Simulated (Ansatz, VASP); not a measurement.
# Two plane-wave programs on AlNi

```
Al Ni
1.0
     2.76576    0.00000    0.00000
     0.00000    2.76576    0.00000
     0.00000    0.00000    2.76576
Al Ni
1 1
Direct
  0.00000 0.00000 0.00000
  0.50000 0.50000 0.50000
```

Change from the starting cell: strain -0.040 along x and y, -0.040 along z, atoms carried along.

Alike in both runs: task single point; functional PBEsol; k mesh 16 × 16 × 16; occupations gaussian, width 0.15 eV; no spin polarisation.

|  | VASP | Ansatz |
| --- | --- | --- |
| version | VASP 6.6.1 | Ansatz 0.2.0 |
| potentials or method | VASP PAW PBE potentials, release 64 (Al, Ni), cutoff 520 eV | scalar-relativistic, plane waves, PAW |
| valence electrons in the cell | 13 | 21 |

```csv
,VASP,Ansatz,Ansatz less VASP
gap on the k mesh at the Fermi level (eV),none,none,-
pressure (GPa),22.4,22.2,-0.14
```

VASP's potentials were made for PBE, not for PBEsol. A gap of «none» marks a metal or a gap that the smearing closes. With one functional, cell and mesh, what is left measures potentials, basis and numerics. VASP's potentials hold 13 valence electrons a cell and Ansatz's 21, so a difference there can come from the potentials and not from the codes.
